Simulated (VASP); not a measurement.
Wanted: the native input for a VASP 6.6.1 run.

```
Task                   : single point
Functional             : PBE
Potentials or basis    : VASP PAW PBE potentials, release 64 (Mg, O)
Cutoff                 : 520 eV
k mesh                 : 10 × 10 × 10
Occupations            : fermi-dirac, width 0.02 eV
Spin                   : no spin polarisation
Dipole correction      : no
Further INCAR settings : ALGO = Normal; EDIFF = 1e-06; NBANDS = 11
```

The structure of MgO lies in POSCAR:

```
MgO
1.0
    0.0000000000      2.2098942835      2.2098942835
    2.2098942835      0.0000000000      2.2098942835
    2.2098942835      2.2098942835      0.0000000000
Mg O
1 1
Direct
    0.0000000000      0.0000000000      0.0000000000
    0.2500000000      0.2500000000      0.2500000000
```

This cell differs from its parent crystal: strain -3.2%.

These files were run (other wordings do the same):

INCAR

```
PREC = Accurate
ENCUT = 520
EDIFF = 1E-6
ISMEAR = -1
SIGMA = 0.02
LREAL = F
LASPH = T
NELM = 60
ALGO = Normal
ISIF = 2
LWAVE = F
LCHARG = F
GGA = PE
NBANDS = 11
```

KPOINTS

```
regular mesh
0
Gamma
  10 10 10
```

Potentials or basis: VASP PAW PBE potentials, release 64 (Mg, O).

Launch:

```console
$ cat potpaw_PBE.64/Mg/POTCAR potpaw_PBE.64/O/POTCAR > POTCAR
$ mpirun -np 1 vasp_std > vasp.out
```

It gave:

The pressure is 18.7 GPa and the band gap on the k mesh is 4.22 eV, direct.

Caveat: the cell differs from its parent crystal (strain -3.2%).

Run time: 12 s on 1 thread of AMD EPYC 7R43 64-Core Processor (Zen 3), with other jobs on the host, peak memory 0.11 GiB.
